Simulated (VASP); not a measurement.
# AlGa7O12 (P1) in VASP: single point with PBEsol

Aim: the single point of AlGa7O12 with PBEsol.

All numbers are computed with VASP 6.6.1; they aren't measurements. Logs are shortened: lines on timing, memory, paths and dates and some standing lists are left out, and cuts for length are marked.

### Step 1. The cell of the first run

The typed cell holds 20 atoms: a = 12.222 Å, b = 3.032 Å, c = 5.789 Å, α = 90.00°, β = 103.76°, γ = 90.00°.

### Step 2. Single point, PBEsol, collinear spin

Input file INCAR:

```
SYSTEM = AlGa7O12
PREC = Accurate ; ENCUT = 600
EDIFF = 1E-6 ; ISMEAR = -1
SIGMA = 0.05 ; LREAL = .FALSE.
LASPH = .TRUE. ; NELM = 200
ALGO = Normal ; ISIF = 2
LWAVE = .FALSE. ; LCHARG = .FALSE.
ISPIN = 2 ; MAGMOM = 0.1 0.1 0.1 0.1 0.1 0.1 0.1 0.1 0.1 0.1 0.1 0.1 0.1 0.1 0.1 0.1 0.1 0.1 0.1 0.1
LORBIT = 11 ; GGA = PS
NBANDS = 103 ; GGA_COMPAT = .FALSE.
```

Input file KPOINTS:

```
Automatic mesh
0
Gamma
  2 2 2
  0.5 0.5 0.5
```

Input file POSCAR:

```
AlGa7O12
1.0
   12.2216800000      0.0000000000     -0.0028170000
    0.0000000000      3.0318840000      0.0000000000
   -1.3758560000      0.0000000000      5.6235680000
Ga O Al
7 12 1
Direct
    0.4083080000      0.5106430000      0.2009830000
    0.1613600000      0.5071440000      0.3167150000
    0.9075680000      0.9964820000      0.2003600000
    0.6606440000      0.9965320000      0.3108950000
    0.3393480000      0.0045090000      0.6815650000
    0.5917810000      0.5024760000      0.7965070000
    0.8421190000      0.4909510000      0.6829270000
    0.3342980000      0.4985600000      0.8878240000
    0.3271170000      0.5005100000      0.4377040000
    0.0011480000      0.4935660000      0.7421390000
    0.1660240000      0.9977370000      0.1113220000
    0.8370700000      0.9991390000      0.8947730000
    0.1748210000      0.0005680000      0.5609800000
    0.8250320000      0.0033400000      0.4410090000
    0.4960420000      0.0047650000      0.2532160000
    0.5047470000      0.0034430000      0.7480800000
    0.6633840000      0.5046380000      0.1054000000
    0.6737190000      0.4948030000      0.5638700000
    0.9974380000      0.4957710000      0.2554830000
    0.0913510000      0.9958720000      0.7906430000
```

Potentials or basis: VASP PAW PBE potentials, release 64 (Ga_d, O, Al).

Command:

```
cat potpaw_PBE.64/Ga_d/POTCAR potpaw_PBE.64/O/POTCAR potpaw_PBE.64/Al/POTCAR > POTCAR
mpirun -np 1 vasp_std > vasp.out
```

OUTCAR:

```text
SYSTEM = AlGa7O12
   PREC = Accurate
   ENCUT = 600
   EDIFF = 1E-6
   ISMEAR = -1
   LREAL = .FALSE.
   LASPH = .TRUE.
   NELM = 200
   ISIF = 2
   ISPIN = 2
   LORBIT = 11
   GGA = PS

 ion  position               nearest neighbor table
   1  0.408  0.511  0.201-   8 1.82  15 1.83  15 1.85   9 1.87
   2  0.161  0.507  0.317-  11 1.91  19 1.95  11 1.96   9 1.98  13 2.04  13 2.07
   3  0.908  0.996  0.200-  12 1.77  19 1.85  19 1.86  14 1.90
   4  0.661  0.997  0.311-  17 1.91  17 1.95  15 1.96  14 1.97  18 2.08  18 2.09
   5  0.339  0.005  0.682-   8 1.93   8 1.95  13 1.97  16 1.97   9 2.04   9 2.06
   6  0.592  0.502  0.797-  17 1.79  16 1.83  16 1.84  18 1.86
   7  0.842  0.491  0.683-  10 1.89  12 1.94  12 1.98  18 2.01  14 2.01  14 2.07
   8  0.334  0.499  0.888-   1 1.82   5 1.93   5 1.95
   9  0.327  0.501  0.438-   1 1.87   2 1.98   5 2.04   5 2.06
  10  0.001  0.494  0.742-  20 1.85  20 1.86   7 1.89
  11  0.166  0.998  0.111-  20 1.86   2 1.91   2 1.96
  12  0.837  0.999  0.895-   3 1.77   7 1.94   7 1.98
  13  0.175  0.001  0.561-  20 1.86   5 1.97   2 2.04   2 2.07
  14  0.825  0.003  0.441-   3 1.90   4 1.97   7 2.01   7 2.07
  15  0.496  0.005  0.253-   1 1.83   1 1.85   4 1.96
  16  0.505  0.003  0.748-   6 1.83   6 1.84   5 1.97
  17  0.663  0.505  0.105-   6 1.79   4 1.91   4 1.95
  18  0.674  0.495  0.564-   6 1.86   7 2.01   4 2.08   4 2.09
  19  0.997  0.496  0.255-   3 1.85   3 1.86   2 1.95
  20  0.091  0.996  0.791-  10 1.85  13 1.86  10 1.86  11 1.86

  LATTYP: Found a simple monoclinic cell.
 ALAT       =     5.7894297460
 B/A-ratio  =     0.5236930290
 C/A-ratio  =     2.1100105527
 COS(beta)  =    -0.2359424122

  Lattice vectors:

 A1 = (  -1.3758560000,   0.0000000000,   5.6235680000)
 A2 = (   0.0000000000,   3.0318840000,   0.0000000000)
 A3 = ( -10.8458240000,   0.0000000000,  -5.6207510000)

Analysis of symmetry for initial positions (statically):
=====================================================================
 Subroutine PRICEL returns:
 Original cell was already a primitive cell.

 Routine SETGRP: Setting up the symmetry group for a
 simple monoclinic supercell.

 Subroutine GETGRP returns: Found  1 space group operations
 (whereof  1 operations were pure point group operations)
 out of a pool of  4 trial point group operations.

The static configuration has the point symmetry C_1 .

Analysis of symmetry for dynamics (positions and initial velocities):
=====================================================================
 Subroutine PRICEL returns:
 Original cell was already a primitive cell.

 Routine SETGRP: Setting up the symmetry group for a
 simple monoclinic supercell.

 Subroutine GETGRP returns: Found  1 space group operations
 (whereof  1 operations were pure point group operations)
 out of a pool of  4 trial point group operations.

The dynamic configuration has the point symmetry C_1 .

Analysis of structural, dynamic, and magnetic symmetry:
=====================================================================
 Subroutine PRICEL returns:
 Original cell was already a primitive cell.

 Routine SETGRP: Setting up the symmetry group for a
 simple monoclinic supercell.

 Subroutine GETGRP returns: Found  1 space group operations
 (whereof  1 operations were pure point group operations)
 out of a pool of  4 trial point group operations.

The overall configuration has the point symmetry C_1 .

 Subroutine INISYM returns: Found  1 space group operations
 (whereof  1 operations are pure point group operations),
 and found     1 'primitive' translations

----------------------------------------------------------------------------------------

                                     Primitive cell

  volume of cell :     208.3680

  direct lattice vectors                    reciprocal lattice vectors
    12.221680000  0.000000000 -0.002817000     0.081826426  0.000000000  0.020019564
     0.000000000  3.031884000  0.000000000     0.000000000  0.329827922  0.000000000
    -1.375856000  0.000000000  5.623568000     0.000040989  0.000000000  0.177833076

  length of vectors
    12.221680325  3.031884000  5.789429746     0.084239818  0.329827922  0.177833081

[... 79 lines left out ...]
   total plane-waves  NPLWV = 112896
   dimension x,y,z NGX =    98 NGY =   24 NGZ =   48
   dimension x,y,z NGXF=   196 NGYF=   48 NGZF=   96
   ions per type =               7  12   1
   NGX,Y,Z   is equivalent  to a cutoff of  13.33, 13.16, 13.78 a.u.
   NGXF,Y,Z  is equivalent  to a cutoff of  26.66, 26.32, 27.57 a.u.
 SYSTEM =  AlGa7O12
   PREC   = accura    normal or accurate (medium, high low for compatibility)
   ISTART =      0    job   : 0-new  1-cont  2-samecut
   ICHARG =      2    charge: 1-file 2-atom 10-const
   ISPIN  =      2    spin polarized calculation?
   LNONCOLLINEAR =      F non collinear calculations
   LSORBIT =      F    spin-orbit coupling
   LASPH  =      T    aspherical Exc in radial PAW
   ENCUT  =  600.0 eV  44.10 Ry    6.64 a.u.  24.41  6.06 11.56*2*pi/ulx,y,z
   NELM   =    200;   NELMIN=  2; NELMDL= -5     # of ELM steps
   EDIFF  = 0.1E-05   stopping-criterion for ELM
   LREAL  =      F    real-space projection
   EDIFFG = 0.1E-04   stopping-criterion for IOM
   NSW    =      0    number of steps for IOM
   IBRION =     -1    ionic relax: 0-MD 1-quasi-New 2-CG
   NFREE  =      0    steps in history (QN), initial steepest desc. (CG)
   ISIF   =      2    stress and relaxation
   ISYM   =      2    0-nonsym 1-usesym 2-fastsym
   POTIM  = 0.5000    time-step for ionic-motion
   TEBEG  =    0.0;   TEEND  =   0.0 temperature during run
   PSTRESS=    0.0 pullay stress
   NELECT =     166.0000    total number of electrons
   NUPDOWN=      -1.0000    fix difference up-down
   EMIN   =  10.00;   EMAX   =-10.00  energy-range for DOS
   EFERMI =   0.00;   METHOD = LEGACY
   ISMEAR =    -1;   SIGMA  =   0.05  broadening in eV -4-tet -1-fermi 0-gaus
   EFERMI_NEDOS =   21; number of points for ismear=-14 and -15
   IALGO  =     38    algorithm
   IMIX   =      4    mixing-type and parameters
     AMIX     =   0.40;   BMIX     =  1.00
     AMIX_MAG =   1.60;   BMIX_MAG =  1.00
  volume/ion in A,a.u.               =      10.42        70.31
  Fermi-wavevector in a.u.,A,eV,Ry     =   1.517635  2.867913 31.337138  2.303215
  Thomas-Fermi vector in A             =   2.626863
   LORBIT       =     11    0 simple, 1 ext, 2 COOP (PROOUT), +10 PAW based schemes
   GGA     = PS    functional components
   LHFCALC =     F    Hartree Fock is set to
   AEXX    =    0.0000 exact exchange contribution
   IVDW    =     0    specifies the selected vdW correction
   LEPSILON=     F    determine dielectric tensor
   LRPA    =     F    only Hartree local field effects (RPA)
 spin polarized calculation
  energy-cutoff  :      600.00
  volume of cell :      208.37
 maximum number of plane-waves:      6955
 NGX is ok and might be reduce to    98
   NGX = 49   NGY = 13   NGZ = 23

 number of electron     166.0000015 magnetization       0.0003512

 Free energy of the ion-electron system (eV)
  ---------------------------------------------------
  ext. energy  EPLUGINS =         0.00000000
  ---------------------------------------------------
  free energy    TOTEN  =      -132.47729657 eV

  energy without entropy =     -132.47729657  energy(sigma->0) =     -132.47729657

 E-fermi :   5.0062     XC(G=0): -11.8119

 val. band max:        3.7367506330   @ k =   0.2500   0.2500  -0.2500
 cond. band min:       8.9859259575   @ k =   0.2500   0.2500  -0.2500
 fundamental gap:      5.2491753245
 Fermi energy:         5.0062297152

 spin component 1

 k-point     1 :       0.2500    0.2500    0.2500
  band No.  band energies     occupation
      1     -14.5814      1.00000
      2     -14.4914      1.00000
      3     -13.9282      1.00000
      4     -13.8325      1.00000
      5     -13.6879      1.00000
      6     -13.5622      1.00000
[... 381 lines left out ...]
     94      12.9005      0.00000
     95      13.0672      0.00000
 Fermi energy:         5.0062297152

 spin component 2

 k-point     1 :       0.2500    0.2500    0.2500
  band No.  band energies     occupation
      1     -14.5814      1.00000
      2     -14.4914      1.00000
      3     -13.9282      1.00000
      4     -13.8325      1.00000
      5     -13.6879      1.00000
      6     -13.5622      1.00000
[... 381 lines left out ...]
     94      12.9006      0.00000
     95      13.0673      0.00000
 [bands above 95 left out]

------------------------ aborting loop because EDIFF is reached ----------------------------------------

  FORCE on cell =-STRESS in cart. coord.  units (eV):
  Direction    XX          YY          ZZ          XY          YZ          ZX
  --------------------------------------------------------------------------------------
  -------------------------------------------------------------------------------------
  Total        3.3677823     -7.4043366      2.9786272      0.2263680      0.1377359      1.5087617
  in kB       25.8954611    -56.9332253     22.9031795      1.7405824      1.0590753     11.6011298
  external PRESSURE =      -2.7115283 kB  Pullay stress =       0.0000000 kB

 VOLUME and BASIS-vectors are now :
 -----------------------------------------------------------------------------
  energy-cutoff  :      600.00
  volume of cell :      208.37
      direct lattice vectors                 reciprocal lattice vectors
    12.221680000  0.000000000 -0.002817000     0.081826426  0.000000000  0.020019564
     0.000000000  3.031884000  0.000000000     0.000000000  0.329827922  0.000000000
    -1.375856000  0.000000000  5.623568000     0.000040989  0.000000000  0.177833076

 POSITION                                       TOTAL-FORCE (eV/Angst)
 -----------------------------------------------------------------------------------
      4.71369      1.54821      1.12909         0.401125     -0.320072      0.272923
      1.53634      1.53760      1.78061        -0.414369     -0.302563     -0.470517
     10.81634      3.02122      1.12418         0.642632     -0.020539      1.182749
      7.64643      3.02137      1.74648        -0.696048      0.205184      0.263852
      3.20967      0.01367      3.83187         0.854845     -0.171909      0.330020
      6.13668      1.52345      4.47754        -0.416164      0.045125     -0.827131
[... 12 lines left out ...]
     11.83886      1.50312      1.43392        -0.385507      0.096119      0.112070
      0.02865      3.01937      4.44598        -0.616594     -0.046194      0.483999
 -----------------------------------------------------------------------------------
    total drift:                                0.000198      0.000028     -0.001040

  FREE ENERGIE OF THE ION-ELECTRON SYSTEM (eV)
  ---------------------------------------------------
  free  energy   TOTEN  =      -132.4772965742 eV

  energy  without entropy=     -132.4772965742  energy(sigma->0) =     -132.47729657

 total charge

# of ion       s       p       d       tot
------------------------------------------
    1        0.743   0.878  10.278  11.899
    2        0.672   0.752  10.267  11.691
    3        0.746   0.883  10.280  11.910
    4        0.670   0.742  10.258  11.670
    5        0.671   0.750  10.265  11.686
    6        0.747   0.905  10.297  11.950
[... 12 lines left out ...]
   19        1.546   3.506   0.000   5.052
   20        0.335   0.376   0.000   0.711
--------------------------------------------------
tot         23.837  48.097  71.915 143.848

 magnetization (x)

# of ion       s       p       d       tot
------------------------------------------
    1        0.000   0.000  -0.000   0.000
    2        0.000   0.000  -0.000   0.000
    3        0.000   0.000  -0.000   0.000
    4        0.000   0.000  -0.000   0.000
    5        0.000   0.000  -0.000   0.000
    6        0.000   0.000  -0.000   0.000
[... 12 lines left out ...]
   19       -0.000  -0.000   0.000  -0.000
   20        0.000   0.000   0.000   0.000
--------------------------------------------------
tot         -0.000  -0.000  -0.000  -0.000
```

Run time: 4.2 min. Hardware: 1 thread of Intel Xeon Platinum 8488C (Sapphire Rapids), shared host; peak memory 0.48 GiB.

Results:

| Property | Result |
| --- | --- |
| Free energy | -132.4773 eV |
| Pressure | -0.3 GPa |
| Largest force | 2.444 eV/Å |
| Band gap on the k mesh | 5.25 eV |
| Net moment | 0.00 μB per cell |
| Valence electrons inside the program's atomic spheres | Ga 11.90, 11.69, 11.91, 11.67, 11.95 (each value once); O 5.04, 5.05, 5.09, 5.07, 5.06, 5.03 (each value once); Al 0.71 |

Forces on the atoms (eV/Å):
```
Ga   0.401 -0.320  0.273
Ga  -0.414 -0.303 -0.471
Ga   0.643 -0.021  1.183
Ga  -0.696  0.205  0.264
Ga   0.855 -0.172  0.330
Ga  -0.416  0.045 -0.827
Ga  -0.518  0.284  0.275
O   -0.331  0.186 -0.139
O    0.266  0.058 -0.013
O    2.398  0.127  0.452
O   -0.255  0.199 -1.813
O   -0.481 -0.197 -1.077
O   -1.438  0.019  0.980
O    0.740 -0.198 -0.498
O   -0.100  0.234  0.076
O   -0.213 -0.089 -0.194
O    0.548 -0.196  0.865
O    0.013  0.087 -0.262
O   -0.386  0.096  0.112
Al  -0.617 -0.046  0.484
```

Levels at points of the mesh, in eV from the valence-band top:
Spin up:
| k point | band 81 | band 82 | band 83 | band 84 | band 85 | band 86 |
| --- | --- | --- | --- | --- | --- | --- |
| (0.25, 0.25, 0.25) | -0.43 | -0.15 | -0.02 | 5.36 | 5.60 | 6.26 |
Spin down:
```tsv
k point	band 80	band 81	band 82	band 83	band 84	band 85	band 86	band 87
(0.25, 0.25, 0.25)	-0.46	-0.43	-0.15	-0.02	5.36	5.60	6.26	6.56
```

Caveat: the k points lie up to 1.04 Å⁻¹ apart; the PAW data sets were made with another functional, which shifts forces and pressure a little; a shifted mesh leaves out Γ, where band edges can lie. A k mesh can miss the band edges.
